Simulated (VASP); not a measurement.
Runs of VASP 6.6.1 on SiO2. The structure is that of space group I-42d (No. 122), or close to it. The cells are those of the table. 

```csv
cell,gap on the mesh (eV),pressure (GPa),largest force (eV/Å)
"a = 5.029 Å, angles 123.7, 123.7, 83.8°, 6 atoms",5.97,1.6,0.03
"a = 5.160 Å, angles 123.7, 123.7, 83.8°, 6 atoms",5.43,-9.7,0.86
"a = 5.073 Å, angles 123.7, 123.7, 83.8°, 6 atoms",5.79,-2.7,0.30
"a = 5.117 Å, angles 123.7, 123.7, 83.8°, 6 atoms",(a),(d),0.60
"a = 4.938 Å, angles 123.7, 123.7, 83.8°, 6 atoms",(b),12.2,(c)
```

Alike in all rows: task single point; level PBEsol; potentials or basis VASP PAW PBE potentials, release 64 (Si, O); no spin polarisation; k mesh 6 × 6 × 6; cutoff (eV) 520; smearing gaussian 0.01 eV.

Estimate the missing entries.

(a) 5.61; (b) 6.32; (c) 0.80; (d) -6.4.

Caveats: the PAW data sets were made with another functional, which shifts forces and pressure a little.

A k mesh can miss the band edges.
